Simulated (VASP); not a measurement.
Wanted: the native input for a VASP 6.6.1 run.

```yaml
Task: single point
Functional: r2SCAN
Dispersion: D3(BJ)
Potentials_or_basis: VASP PAW PBE potentials, release 64 (Zr_sv, S)
Cutoff: 520 eV
k_mesh: 6 × 6 × 6
Occupations: fermi-dirac, width 0.05 eV
Spin: no spin polarisation
Dipole_correction: no
Further_INCAR_settings: ALGO = Normal; EDIFF = 1e-06; NBANDS = 32
```

Zr3S2:

```
CELL_PARAMETERS angstrom
2.87813 1.66169 3.48646
-2.87813 1.66169 3.48646
0.00000 -3.32338 3.48646
ATOMIC_POSITIONS crystal
Zr 0.83866 0.50000 0.16134
Zr 0.50000 0.16134 0.83866
Zr 0.16134 0.83866 0.50000
S 0.66463 0.66463 0.66463
S 0.33537 0.33537 0.33537
```

One way to write it, as run:

POSCAR

```
Zr3S2
1.0
    2.8781288284      1.6616884538      3.4864613277
   -2.8781288284      1.6616884538      3.4864613277
    0.0000000000     -3.3233769076      3.4864613277
Zr S
3 2
Direct
    0.8386616637      0.5000000000      0.1613383363
    0.5000000000      0.1613383363      0.8386616637
    0.1613383363      0.8386616637      0.5000000000
    0.6646319026      0.6646319026      0.6646319026
    0.3353680974      0.3353680974      0.3353680974
```

INCAR.step1

```
SYSTEM = Zr3S2
ALGO = Normal ; EDIFF = 1E-4
ENCUT = 520 ; GGA = PE
ISMEAR = -1 ; LASPH = .True.
LCHARG = .False. ; LREAL = .False.
LWAVE = .True. ; NBANDS = 32
NELM = 80 ; PREC = Accurate
SIGMA = 0.05
```

INCAR.step2

```
SYSTEM = Zr3S2
ALGO = Normal ; EDIFF = 1E-6
ENCUT = 520 ; ISIF = 2
ISMEAR = -1 ; ISTART = 1
IVDW = 12 ; LASPH = .True.
LCHARG = .False. ; LMIXTAU = .True.
LREAL = .False. ; LWAVE = .False.
METAGGA = R2SCAN ; NBANDS = 32
NELM = 80 ; PREC = Accurate
SIGMA = 0.05 ; VDW_A1 = 0.49484001
VDW_A2 = 5.73083694 ; VDW_S6 = 1.0
VDW_S8 = 0.78981345
```

KPOINTS

```
k-points
0
Gamma
  6 6 6
  0 0 0
```

Potentials or basis: VASP PAW PBE potentials, release 64 (Zr_sv, S).

The run is started by

```console
$ cat potpaw_PBE.64/Zr_sv/POTCAR potpaw_PBE.64/S/POTCAR > POTCAR
$ cp INCAR.step1 INCAR
$ mpirun -np 1 vasp_std > vasp.out
$ cp INCAR.step2 INCAR
$ mpirun -np 1 vasp_std > vasp.out
```

It gave:

- Pressure: -0.5 GPa
- Largest force: 0.007 eV/Å
- Band gap on the k mesh: zero (bands 24 and 25 overlap by 0.24 eV)
- Dispersion energy per atom: -0.228 eV

Caveat: three body term missing; the PAW data sets were made with another functional, which shifts forces and pressure a little.

It took 4.5 min on 1 thread of Intel(R) Xeon(R) Platinum 8259CL CPU @ 2.50GHz (Skylake/Cascade Lake) (shared host), peak memory 0.27 GiB.
